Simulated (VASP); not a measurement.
## Nb2B: single point with PBE

The system is Nb2B.

```
CELL_PARAMETERS angstrom
1.64139 0.94766 4.83513
-1.64139 0.94766 4.83513
0.00000 -1.89532 4.83513
ATOMIC_POSITIONS crystal
Nb 0.24970 0.24970 0.24970
Nb 0.75030 0.75030 0.75030
B 0.50000 0.50000 0.50000
```

| Property | Result |
| --- | --- |
| Program | VASP 6.6.1 |
| Task | single point |
| Functional | PBE |
| Potentials or basis | VASP PAW PBE potentials, release 64 (Nb_sv, B) |
| Cutoff | 520 eV |
| k mesh | 18 × 18 × 18 |
| Occupations | gaussian, width 0.1 eV |
| Spin | no spin polarisation |
| Dipole correction | no |
| Further INCAR settings | ALGO = Fast; EDIFF = 1e-06; NBANDS = 22 |

```yaml
Pressure: -0.2 GPa
Largest_force: 0.017 eV/Å
```

Forces in eV/Å, atoms in the order of the input:
```
Nb   0.000  0.000 -0.017
Nb   0.000  0.000  0.017
B    0.000  0.000  0.000
```

Levels at points of the mesh, in eV from the Fermi level:
```tsv
k point	band 13	band 14	band 15	band 16	band 17	band 18
(0.00, 0.00, 0.00)	-0.52	-0.52	-0.47	0.90	1.92	1.92
(0.50, 0.00, 0.00)	-1.79	-1.46	-0.21	1.17	3.17	3.25
(0.50, 0.50, 0.00)	-1.85	-0.87	1.27	2.50	3.19	3.75
(0.50, 0.50, 0.50)	-0.64	-0.50	0.19	0.19	1.50	1.50
```

It took 22 min on 1 thread of Intel(R) Xeon(R) 6975P-C (Granite Rapids), with other jobs on the host, peak memory 0.65 GiB.
